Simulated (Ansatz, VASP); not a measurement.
**Two plane-wave programs on AlFe**

```
Al Fe
1.0
    -2.29006    2.29006    2.62892
     2.29006   -2.29006    2.62892
     2.29006    2.29006   -2.62892
Al Fe
2 2
Direct
  0.50000 0.50000 0.00000
  0.25000 0.75000 0.50000
  0.00000 0.00000 0.00000
  0.75000 0.25000 0.50000
```

Alike in both runs: task relaxation of cell and atoms; functional PBE; k mesh 6 × 6 × 6; occupations gaussian, width 0.1 eV; collinear spin.

```csv
,VASP,Ansatz
version,VASP 6.6.1,Ansatz 0.2.0
potentials or method,"VASP PAW PBE potentials, release 64 (Al, Fe), cutoff 600 eV","scalar-relativistic, plane waves, PAW"
valence electrons in the cell,22,38
```

|  | VASP | Ansatz | Ansatz less VASP |
| --- | --- | --- | --- |
| gap on the k mesh at the Fermi level, each at its own relaxed structure (eV) | none | none | - |
| net moment per atom (μB) | 0.96 | 0.96 | -0.003 |
| size of the moment on the site where the two differ most (μB) | 0.03 | 0.05 | +0.024 |
| relaxed volume (Å³/atom) | 12.66 | 12.66 | +0.006 |
| relaxed cell length with the largest relative difference (Å) | 4.114 | 4.120 | +0.0065 |

Site moments also hang on the region over which each program counts them. A gap of «none» marks a metal or a gap that the smearing closes. VASP's potentials hold 22 valence electrons a cell and Ansatz's 38, so a difference there can come from the potentials and not from the codes.
